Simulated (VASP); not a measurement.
# Cs3LiCd (Pm-3m) in VASP: a series of runs, part 2 of 2

VASP 6.6.1. The steps go on from the part before.

## 5. Relaxation of cell and atoms, PBE

The input, INCAR:

```
SYSTEM = Cs3LiCd
  ALGO = Normal
  EDIFF = 1E-6
  EDIFFG = -0.04
  ENCUT = 600
  GGA = PE
  IBRION = 2
  ISIF = 3
  ISMEAR = 0
  LASPH = .True.
  LCHARG = .False.
  LREAL = .False.
  LWAVE = .False.
  NELM = 60
  NSW = 90
  PREC = Accurate
  SIGMA = 0.1
```

The input, KPOINTS:

```
k-points
0
Gamma
  4 4 4
  0 0 0
```

The input, POSCAR:

```
Cs3LiCd
1.0
    5.8638625400      0.0000000000      0.0000000000
    0.0000000000      5.8638625400      0.0000000000
    0.0000000000      0.0000000000      5.8638625400
Cs Li Cd
3 1 1
Direct
    0.0000000000      0.5000000000      0.5000000000
    0.5000000000      0.0000000000      0.5000000000
    0.5000000000      0.5000000000      0.0000000000
    0.5000000000      0.5000000000      0.5000000000
    0.0000000000      0.0000000000      0.0000000000
```

Potentials or basis: VASP PAW PBE potentials, release 64 (Cs_sv, Li_sv, Cd).

Run with:

```sh
cat potpaw_PBE.64/Cs_sv/POTCAR potpaw_PBE.64/Li_sv/POTCAR potpaw_PBE.64/Cd/POTCAR > POTCAR
mpirun -np 1 vasp_std > vasp.out
```

OUTCAR:

```text
SYSTEM = Cs3LiCd
   EDIFF = 1E-6
   EDIFFG = -0.04
   ENCUT = 600
   GGA = PE
   IBRION = 2
   ISIF = 3
   ISMEAR = 0
   LASPH = .True.
   LREAL = .False.
   NELM = 60
   NSW = 90
   PREC = Accurate

 ion  position               nearest neighbor table
   1  0.000  0.500  0.500-
   2  0.500  0.000  0.500-
   3  0.500  0.500  0.000-
   4  0.500  0.500  0.500-
   5  0.000  0.000  0.000-

  LATTYP: Found a simple cubic cell.
 ALAT       =     5.8638625400

  Lattice vectors:

 A1 = (   5.8638625400,   0.0000000000,   0.0000000000)
 A2 = (   0.0000000000,   5.8638625400,   0.0000000000)
 A3 = (   0.0000000000,   0.0000000000,   5.8638625400)

Analysis of symmetry for initial positions (statically):
=====================================================================
 Subroutine PRICEL returns:
 Original cell was already a primitive cell.

 Routine SETGRP: Setting up the symmetry group for a
 simple cubic supercell.

 Subroutine GETGRP returns: Found 48 space group operations
[... 141 lines left out ...]
 Gauss-broadening in eV      SIGMA  =   0.10
  energy-cutoff  :      600.00
  volume of cell :      201.63
 maximum number of plane-waves:      6776
 NGX is ok and might be reduce to    48
   NGX = 23   NGY = 23   NGZ = 23

--------------------------------------- Ionic step        1  -------------------------------------------

 number of electron      41.9999993 magnetization

 Free energy of the ion-electron system (eV)
  ---------------------------------------------------
  ext. energy  EPLUGINS =         0.00000000
  ---------------------------------------------------
  free energy    TOTEN  =        -1.96035953 eV

  energy without entropy =       -1.92427469  energy(sigma->0) =       -1.94231711

------------------------ aborting loop because EDIFF is reached ----------------------------------------

  FORCE on cell =-STRESS in cart. coord.  units (eV):
  Direction    XX          YY          ZZ          XY          YZ          ZX
  --------------------------------------------------------------------------------------
  -------------------------------------------------------------------------------------
  Total        6.2608463      6.2608463      6.2608463     -0.0000000      0.0000000     -0.0000000
  in kB       49.7499080     49.7499080     49.7499080     -0.0000000      0.0000000     -0.0000000
  external PRESSURE =      49.7499080 kB  Pullay stress =       0.0000000 kB
[... 104 lines left out ...]
--------------------------------------- Ionic step        4  -------------------------------------------

 number of electron      42.0000040 magnetization

 Free energy of the ion-electron system (eV)
  ---------------------------------------------------
  ext. energy  EPLUGINS =         0.00000000
  ---------------------------------------------------
  free energy    TOTEN  =        -3.82891981 eV

  energy without entropy =       -3.79929725  energy(sigma->0) =       -3.81410853

 E-fermi :   0.6109     XC(G=0):  -5.9253

 val. band max:        0.5154312355   @ k =   0.2500   0.2500   0.0000
 cond. band min:       0.6487013034   @ k =   0.2500   0.2500   0.2500
 fundamental gap:      0.1332700679
 Fermi energy:         0.6108941842

 k-point     1 :       0.0000    0.0000    0.0000
  band No.  band energies     occupation
      1     -47.5104      2.00000
      2     -22.9998      2.00000
      3     -22.9833      2.00000
      4     -22.9833      2.00000
      5      -9.9327      2.00000
      6      -9.9327      2.00000
[... 301 lines left out ...]
  FREE ENERGIE OF THE ION-ELECTRON SYSTEM (eV)
  ---------------------------------------------------
  free  energy   TOTEN  =        -3.8289198141 eV

  energy  without entropy=       -3.7992972538  energy(sigma->0) =       -3.81410853

 reached required accuracy - stopping structural energy minimisation
```

OSZICAR:

```text
N       E                     dE             d eps       ncg     rms          rms(c)
DAV:   1     0.352087474714E+03    0.35209E+03   -0.19683E+04   500   0.165E+03
DAV:   2     0.331891157698E+02   -0.31890E+03   -0.31543E+03   613   0.321E+02
DAV:   3    -0.249884516059E+00   -0.33439E+02   -0.33224E+02   741   0.103E+02
[... 43 lines left out ...]
DAV:   6    -0.382881935668E+01   -0.90701E-04   -0.20962E-03   587   0.210E-01    0.635E-02
DAV:   7    -0.382888830618E+01   -0.68950E-04   -0.17842E-04   550   0.646E-02    0.265E-02
DAV:   8    -0.382891411743E+01   -0.25811E-04   -0.46437E-05   567   0.350E-02    0.532E-03
DAV:   9    -0.382891922816E+01   -0.51107E-05   -0.57804E-06   416   0.919E-03    0.337E-03
DAV:  10    -0.382891981414E+01   -0.58598E-06   -0.22410E-06   402   0.622E-03
   4 F= -.38289198E+01 E0= -.38141085E+01  d E =-.186856E+01
```

CONTCAR:

```text
Cs3LiCd
   1.00000000000000
     7.2129953926377866   -0.0000000000000000   -0.0000000000000000
    -0.0000000000000000    7.2129953926377866    0.0000000000000000
     0.0000000000000000    0.0000000000000000    7.2129953926377866
  Cs              Li              Cd
     3     1     1
Direct
     0.0000000000000000    0.5000000000000000    0.5000000000000000
     0.5000000000000000    0.0000000000000000    0.5000000000000000
     0.5000000000000000    0.5000000000000000    0.0000000000000000
     0.5000000000000000    0.5000000000000000    0.5000000000000000
     0.0000000000000000    0.0000000000000000    0.0000000000000000

  0.00000000E+00  0.00000000E+00  0.00000000E+00
  0.00000000E+00  0.00000000E+00  0.00000000E+00
  0.00000000E+00  0.00000000E+00  0.00000000E+00
  0.00000000E+00  0.00000000E+00  0.00000000E+00
  0.00000000E+00  0.00000000E+00  0.00000000E+00
```

Run time: 5.4 min. Hardware: 1 thread of Intel Xeon 8259CL, shared host; peak memory 0.37 GiB.

What came out:

```
Free energy                           : -3.8289 eV
Relaxed volume                        : 75.05 Å³/atom
Relaxed cell                          : a = 7.213 Å, b = 7.213 Å, c = 7.213 Å, α = 90.00°, β = 90.00°, γ = 90.00°
Space group after relaxing (to 0.1 Å) : Pm-3m (No. 221)
Energy gained by relaxing             : 373.7 meV/atom
Ionic steps                           : 4
Pressure after relaxing               : 0.0 GPa
Band gap on the k mesh                : zero (bands 21 and 22 overlap by 1.37 eV)
```

The path:
| step | energy change (eV) | largest force (eV/Å) | pressure (GPa) | volume (Å³) |
| --- | --- | --- | --- | --- |
| 1 | 0.0000 | 0.0000 | 4.97 | 201.63 |
| 2 | -0.9098 | 0.0000 | 2.78 | 240.42 |
| 3 | -1.7896 | 0.0000 | 0.58 | 332.01 |
| 4 | -1.8686 | 0.0000 | 0.04 | 375.27 |

Final structure:
```
Cs Li Cd
1.0
     7.21300    0.00000    0.00000
     0.00000    7.21300    0.00000
     0.00000    0.00000    7.21300
Cs Li Cd
3 1 1
Cartesian
  0.0000 3.6065 3.6065
  3.6065 0.0000 3.6065
  3.6065 3.6065 0.0000
  3.6065 3.6065 3.6065
  0.0000 0.0000 0.0000
```

Caveat: the cutoff is under 1.25 times the usual one of these potentials, so pressure, stress and relaxed cells hold a basis-set (Pulay) error; the volume moved by over 15 % at a fixed basis, so the end points are rough; spin-orbit coupling is left out, which moves the levels of the heavy elements.

## 6. Relaxation of cell and atoms, PBE

This run uses another cell than the first one, of 87.22 Å³/atom.

The input, INCAR:

```
SYSTEM = Cs3LiCd
PREC     = Accurate       ! precision mode
ENCUT    = 600            ! plane-wave cutoff, eV
EDIFF    = 1E-6           ! SCF threshold, eV
ISMEAR   = 0              ! smearing method
SIGMA    = 0.1            ! smearing width, eV
LREAL    = .False.        ! projectors in reciprocal space
LASPH    = .True.         ! aspherical terms in the spheres
NELM     = 80             ! most SCF steps
ALGO     = Fast           ! electronic algorithm
ISIF     = 3              ! what is computed and relaxed
LWAVE    = .False.        ! write WAVECAR
LCHARG   = .False.        ! write CHGCAR
GGA      = PE             ! functional
IBRION   = 2              ! ionic algorithm
NSW      = 100            ! ionic steps
EDIFFG   = -0.01          ! ionic threshold
```

The input, KPOINTS:

```
Automatic mesh
0
Gamma
  6 6 6
  0 0 0
```

POSCAR: that of step 5 with these lines changed.

```diff
@@ -2,5 +2,5 @@
 1.0
-    5.8638625400      0.0000000000      0.0000000000
-    0.0000000000      5.8638625400      0.0000000000
-    0.0000000000      0.0000000000      5.8638625400
+    7.5834898496      0.0000000000      0.0000000000
+    0.0000000000      7.5834898496      0.0000000000
+    0.0000000000      0.0000000000      7.5834898496
 Cs Li Cd
```

Potentials or basis: VASP PAW PBE potentials, release 64 (Cs_sv, Li_sv, Cd).

Run with:

```sh
cat potpaw_PBE.64/Cs_sv/POTCAR potpaw_PBE.64/Li_sv/POTCAR potpaw_PBE.64/Cd/POTCAR > POTCAR
mpirun -np 1 vasp_std > vasp.out
```

It took 25 min on 1 thread of Intel Xeon 8259CL, shared host; peak memory 0.78 GiB.

It converged, with:

```yaml
Free_energy: -4.0168 eV
Pressure_after_relaxing: 0.0 GPa
Band_gap_on_the_k_mesh: zero (bands 21 and 22 overlap by 1.22 eV)
```

Final structure:
```
CELL_PARAMETERS angstrom
7.58349 0.00000 0.00000
0.00000 7.58349 0.00000
0.00000 0.00000 7.58349
ATOMIC_POSITIONS crystal
Cs 0.00000 0.50000 0.50000
Cs 0.50000 0.00000 0.50000
Cs 0.50000 0.50000 0.00000
Li 0.50000 0.50000 0.50000
Cd 0.00000 0.00000 0.00000
```

Levels at points of the mesh, in eV from the Fermi level:
| k point | band 19 | band 20 | band 21 | band 22 | band 23 | band 24 |
| --- | --- | --- | --- | --- | --- | --- |
| (0.00, 0.00, 0.00) | -3.28 | -1.47 | 0.78 | 0.78 | 0.79 | 0.99 |
| (0.50, 0.00, 0.00) | -3.16 | -1.32 | 0.17 | 0.19 | 0.73 | 1.00 |
| (0.50, 0.50, 0.00) | -3.11 | -0.71 | -0.43 | -0.43 | 0.89 | 0.95 |
| (0.50, 0.50, 0.50) | -3.11 | -0.17 | -0.17 | -0.17 | -0.06 | 0.42 |

Caveat: the cutoff is under 1.25 times the usual one of these potentials, so pressure, stress and relaxed cells hold a basis-set (Pulay) error; the relaxation stopped at its first step, so nothing moved; spin-orbit coupling is left out, which moves the levels of the heavy elements.

## 7. Overview

```tsv
task	cell	k mesh	cutoff (eV)	gap on the mesh (eV)	pressure (GPa)
single point	a = 5.864 Å, 5 atoms	4 × 4 × 4	520	none	-
single point	a = 7.583 Å, 5 atoms	4 × 4 × 4	520	none	-
single point	a = 7.583 Å, 5 atoms	6 × 6 × 6	520	none	-
relaxation of cell and atoms	relaxed from a = 5.864 Å, 5 atoms	4 × 4 × 4	600	none	0.0
relaxation of cell and atoms	relaxed from a = 7.583 Å, 5 atoms	6 × 6 × 6	600	none	0.0
```

Alike in all rows: level PBE; potentials or basis VASP PAW PBE potentials, release 64 (Cs_sv, Li_sv, Cd); no spin polarisation; smearing gaussian 0.1 eV.

Caveats: the cutoff is under 1.25 times the usual one of these potentials, so pressure, stress and relaxed cells hold a basis-set (Pulay) error; spin-orbit coupling is left out, which moves the levels of the heavy elements; the volume moved by over 15 % at a fixed basis, so the end points are rough (at least some runs); the relaxation stopped at its first step, so nothing moved (at least some runs).

Absolute energies hang on the potentials; compare differences alone.

The gap in the log of VASP goes by the Fermi energy; the results here count the filled bands.